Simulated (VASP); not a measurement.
# TiAl (P-6m2) in VASP: further runs

Runs on TiAl. Level: PBE. Tasks: single point.

All numbers are computed with VASP 6.6.1; they aren't measurements. Logs are shortened: lines on timing, memory, paths and dates and some standing lists are left out, and cuts for length are marked.

### Step 1. The cell of the first run

Symmetry: P-6m2, No. 187, hexagonal system. The conventional cell has a = 2.737 Å, b = 2.737 Å, c = 4.230 Å, α = 90.00°, β = 90.00°, γ = 120.00°. Ti (site symmetry -6m2) has 6 Al at 2.64 Å and 6 Ti at 2.74 Å within 3.5 Å. Al (site symmetry -6m2) has 6 Ti at 2.64 Å and 6 Al at 2.74 Å within 3.5 Å.

### Step 2. Single point, PBE

File INCAR:

```
SYSTEM = TiAl
PREC = Accurate
ENCUT = 520
EDIFF = 1E-7
ISMEAR = 0
SIGMA = 0.15
LREAL = .False.
LASPH = .True.
NELM = 80
ALGO = Fast
ISIF = 2
LWAVE = .False.
LCHARG = .True.
GGA = PE
LELF = .True.
LVHAR = .True.
NBANDS = 14
```

File KPOINTS:

```
regular mesh
0
Gamma
  18 18 10
  0 0 0
```

File POSCAR:

```
TiAl
1.0
    2.7369000000      0.0000000000      0.0000000000
   -1.3684500000      2.3702249276      0.0000000000
    0.0000000000      0.0000000000      4.2301000000
Ti Al
1 1
Direct
    0.0000000000      0.0000000000      0.0000000000
    0.3333333333      0.6666666667      0.5000000000
```

Potentials or basis: VASP PAW PBE potentials, release 64 (Ti_sv, Al).

On the command line:

```console
$ cat potpaw_PBE.64/Ti_sv/POTCAR potpaw_PBE.64/Al/POTCAR > POTCAR
$ mpirun -np 1 vasp_std > vasp.out
```

OUTCAR:

```text
SYSTEM = TiAl
   PREC = Accurate
   ENCUT = 520
   EDIFF = 1E-7
   ISMEAR = 0
   LREAL = .False.
   LASPH = .True.
   NELM = 80
   ISIF = 2
   GGA = PE

 ion  position               nearest neighbor table
   1  0.000  0.000  0.000-   2 2.64   2 2.64   2 2.64   2 2.64   2 2.64   2 2.64
   2  0.333  0.667  0.500-   1 2.64   1 2.64   1 2.64   1 2.64   1 2.64   1 2.64

  LATTYP: Found a hexagonal cell.
 ALAT       =     2.7369000000
 C/A-ratio  =     1.5455807666

  Lattice vectors:

 A1 = (   2.7369000000,   0.0000000000,   0.0000000000)
 A2 = (  -1.3684500000,   2.3702249276,   0.0000000000)
 A3 = (   0.0000000000,   0.0000000000,   4.2301000000)

Analysis of symmetry for initial positions (statically):
=====================================================================
 Subroutine PRICEL returns:
 Original cell was already a primitive cell.

 Routine SETGRP: Setting up the symmetry group for a
 hexagonal supercell.

 Subroutine GETGRP returns: Found 12 space group operations
 (whereof 12 operations were pure point group operations)
 out of a pool of 24 trial point group operations.

The static configuration has the point symmetry D_3h.

Analysis of symmetry for dynamics (positions and initial velocities):
=====================================================================
 Subroutine PRICEL returns:
 Original cell was already a primitive cell.

 Routine SETGRP: Setting up the symmetry group for a
 hexagonal supercell.

 Subroutine GETGRP returns: Found 12 space group operations
 (whereof 12 operations were pure point group operations)
 out of a pool of 24 trial point group operations.

The dynamic configuration has the point symmetry D_3h.

 Subroutine INISYM returns: Found 12 space group operations
 (whereof 12 operations are pure point group operations),
 and found     1 'primitive' translations

----------------------------------------------------------------------------------------

                                     Primitive cell

  volume of cell :      27.4409

  direct lattice vectors                    reciprocal lattice vectors
     2.736900000  0.000000000  0.000000000     0.365376886  0.210950444  0.000000000
    -1.368450000  2.370224928  0.000000000     0.000000000  0.421900887  0.000000000
     0.000000000  0.000000000  4.230100000     0.000000000  0.000000000  0.236401031

  length of vectors
     2.736900000  2.736900000  4.230100000     0.421900887  0.421900887  0.236401031
[... 85 lines left out ...]
   IBRION =     -1    ionic relax: 0-MD 1-quasi-New 2-CG
   NFREE  =      0    steps in history (QN), initial steepest desc. (CG)
   ISIF   =      2    stress and relaxation
   ISYM   =      2    0-nonsym 1-usesym 2-fastsym
   POTIM  = 0.5000    time-step for ionic-motion
   TEBEG  =    0.0;   TEEND  =   0.0 temperature during run
   PSTRESS=    0.0 pullay stress
   NELECT =      15.0000    total number of electrons
   NUPDOWN=      -1.0000    fix difference up-down
   EMIN   =  10.00;   EMAX   =-10.00  energy-range for DOS
   EFERMI =   0.00;   METHOD = LEGACY
   ISMEAR =     0;   SIGMA  =   0.15  broadening in eV -4-tet -1-fermi 0-gaus
   EFERMI_NEDOS =   21; number of points for ismear=-14 and -15
   IALGO  =     68    algorithm
   IMIX   =      4    mixing-type and parameters
     AMIX     =   0.40;   BMIX     =  1.00
     AMIX_MAG =   1.60;   BMIX_MAG =  1.00
  volume/ion in A,a.u.               =      13.72        92.59
  Fermi-wavevector in a.u.,A,eV,Ry     =   1.338563  2.529518 24.378258  1.791751
  Thomas-Fermi vector in A             =   2.467024
   LORBIT       =      0    0 simple, 1 ext, 2 COOP (PROOUT), +10 PAW based schemes
   GGA     = PE    functional components
   LHFCALC =     F    Hartree Fock is set to
   AEXX    =    0.0000 exact exchange contribution
   IVDW    =     0    specifies the selected vdW correction
   LEPSILON=     F    determine dielectric tensor
   LRPA    =     F    only Hartree local field effects (RPA)
 non-spin polarized calculation
 RMM-DIIS sequential band-by-band and
 Gauss-broadening in eV      SIGMA  =   0.15
  energy-cutoff  :      520.00
  volume of cell :       27.44
 maximum number of plane-waves:       750
   NGX = 11   NGY = 11   NGZ = 15

 number of electron      14.9999995 magnetization

 Free energy of the ion-electron system (eV)
  ---------------------------------------------------
  ext. energy  EPLUGINS =         0.00000000
  ---------------------------------------------------
  free energy    TOTEN  =       -11.56357702 eV

  energy without entropy =      -11.53561487  energy(sigma->0) =      -11.54959595

 E-fermi :   9.9559     XC(G=0): -11.7780

 val. band max:        9.9531043010   @ k =   0.1111   0.0556   0.4000
 cond. band min:       9.9632646822   @ k =   0.3889   0.0000   0.5000
 fundamental gap:      0.0101603812
 Fermi energy:         9.9559154948

 k-point     1 :       0.0000    0.0000    0.0000
  band No.  band energies     occupation
      1     -46.1425      2.00000
      2     -22.5198      2.00000
      3     -21.8975      2.00000
      4     -21.8975      2.00000
      5       0.1917      2.00000
      6       7.6002      2.00000
      7       8.6384      2.00000
      8      11.4169      0.00000
      9      11.4169      0.00000
     10      13.2169      0.00000
     11      13.2169      0.00000
     12      15.6573      0.00000
     13      23.7121      0.00000
     14      23.7122      0.00000
[... 377 lines left out ...]
      1     -45.9758      2.00000
      2     -22.7460      2.00000
      3     -22.3588      2.00000
      4     -22.1636      2.00000
      5       5.2529      2.00000
      6       7.7641      2.00000
      7       8.1946      2.00000
      8       8.9473      2.00000
      9      11.6988      0.00000
     10      13.7959      0.00000
     11      15.1543      0.00000
     12      15.6753      0.00000
     13      16.4678      0.00000
     14      18.0981      0.00000

 [... further k-points ...]
[... 5 lines left out ...]
  --------------------------------------------------------------------------------------
  -------------------------------------------------------------------------------------
  Total        4.5345809      4.5345809      7.0947911      0.0000000      0.0000000      0.0000000
  in kB      264.7577062    264.7577061    414.2390798      0.0000000      0.0000000      0.0000000
  external PRESSURE =     314.5848307 kB  Pullay stress =       0.0000000 kB

 VOLUME and BASIS-vectors are now :
 -----------------------------------------------------------------------------
  energy-cutoff  :      520.00
  volume of cell :       27.44
      direct lattice vectors                 reciprocal lattice vectors
     2.736900000  0.000000000  0.000000000     0.365376886  0.210950444  0.000000000
    -1.368450000  2.370224928  0.000000000     0.000000000  0.421900887  0.000000000
     0.000000000  0.000000000  4.230100000     0.000000000  0.000000000  0.236401031

 POSITION                                       TOTAL-FORCE (eV/Angst)
 -----------------------------------------------------------------------------------
      0.00000      0.00000      0.00000        -0.000000      0.000000      0.000000
     -0.00000      1.58015      2.11505         0.000000      0.000000      0.000000
 -----------------------------------------------------------------------------------
    total drift:                                0.000000     -0.000000      0.000000

  FREE ENERGIE OF THE ION-ELECTRON SYSTEM (eV)
  ---------------------------------------------------
  free  energy   TOTEN  =       -11.5635770212 eV

  energy  without entropy=      -11.5356148721  energy(sigma->0) =      -11.54959595
```

OSZICAR:

```text
N       E                     dE             d eps       ncg     rms          rms(c)
DAV:   1     0.103050866979E+03    0.10305E+03   -0.71551E+03  6216   0.112E+03
DAV:   2    -0.717143423820E+01   -0.11022E+03   -0.10553E+03  6432   0.306E+02
DAV:   3    -0.126761460816E+02   -0.55047E+01   -0.54002E+01  9098   0.663E+01
[... 23 lines left out ...]
RMM:  27    -0.115635763969E+02   -0.38873E-06   -0.38035E-06  6358   0.709E-03    0.249E-03
RMM:  28    -0.115635766775E+02   -0.28063E-06   -0.27021E-06  6154   0.596E-03    0.293E-03
RMM:  29    -0.115635768416E+02   -0.16412E-06   -0.17300E-06  5804   0.496E-03    0.278E-03
RMM:  30    -0.115635769751E+02   -0.13351E-06   -0.13623E-06  5920   0.432E-03    0.263E-03
RMM:  31    -0.115635770212E+02   -0.46106E-07   -0.82005E-07  6265   0.416E-03
   1 F= -.11563577E+02 E0= -.11549596E+02  d E =-.279621E-01
```

Run time: 2 min. Hardware: 1 thread of Intel Xeon 6975P-C, shared host; peak memory 0.21 GiB.

Results:

- Free energy: -11.5636 eV
- Pressure: 31.5 GPa

Levels at points of the mesh, in eV from the Fermi level:
```
           k point  band 5  band 6  band 7  band 8  band 9  band 10  band 11  band 12
(0.00, 0.00, 0.00)   -9.76   -2.36   -1.32    1.46    1.46     3.26     3.26     5.70
(0.50, 0.00, 0.00)   -4.29   -2.95   -1.93   -1.25    2.38     4.77     5.07     5.30
(0.00, 0.00, 0.50)   -8.47   -5.56   -0.26    1.48    1.48     3.10     3.10     8.41
(0.50, 0.00, 0.50)   -4.31   -2.45   -2.17    0.87    1.21     2.06     4.16     4.78
```

### Step 3. Single point, PBE

This run uses another cell than the first one, of 13.87 Å³/atom, 1.011 times its volume.

File INCAR:

```
PREC = Accurate
ENCUT = 520
EDIFF = 1E-6
ISMEAR = 0
SIGMA = 0.15
LREAL = False
LASPH = True
NELM = 100
ALGO = Fast
ISIF = 2
LWAVE = False
LCHARG = False
GGA = PE
NBANDS = 14
```

File KPOINTS:

```
regular mesh
0
Gamma
  18 18 10
```

POSCAR, as its differences from that of step 2:

```diff
@@ -4,3 +4,3 @@
    -1.3684500000      2.3702249276      0.0000000000
-    0.0000000000      0.0000000000      4.2301000000
+    0.0000000000      0.0000000000      4.2765000000
 Ti Al
```

Potentials or basis: VASP PAW PBE potentials, release 64 (Ti_sv, Al).

On the command line:

```console
$ cat potpaw_PBE.64/Ti_sv/POTCAR potpaw_PBE.64/Al/POTCAR > POTCAR
$ mpirun -np 1 vasp_std > vasp.out
```

Run time: 94 s. Hardware: 1 thread of Intel Xeon 6975P-C, shared host; peak memory 0.21 GiB.

It converged, with:

```
Free energy : -11.6373 eV
Pressure    : 28.7 GPa
```

Stress tensor (GPa, compression positive):
```
24.63  0.00  0.00
 0.00 24.63  0.00
 0.00  0.00 36.92
```

Levels at points of the mesh, in eV from the Fermi level:
| k point | band 4 | band 5 | band 6 | band 7 | band 8 | band 9 | band 10 | band 11 |
| --- | --- | --- | --- | --- | --- | --- | --- | --- |
| (0.00, 0.00, 0.00) | -31.88 | -9.74 | -2.37 | -1.44 | 1.46 | 1.46 | 3.26 | 3.26 |
| (0.50, 0.00, 0.00) | -32.08 | -4.25 | -2.92 | -1.92 | -1.25 | 2.39 | 4.76 | 4.95 |
| (0.00, 0.00, 0.50) | -31.88 | -8.50 | -5.57 | -0.32 | 1.48 | 1.48 | 3.12 | 3.12 |
| (0.50, 0.00, 0.50) | -32.08 | -4.26 | -2.47 | -2.16 | 0.86 | 1.17 | 2.09 | 4.02 |
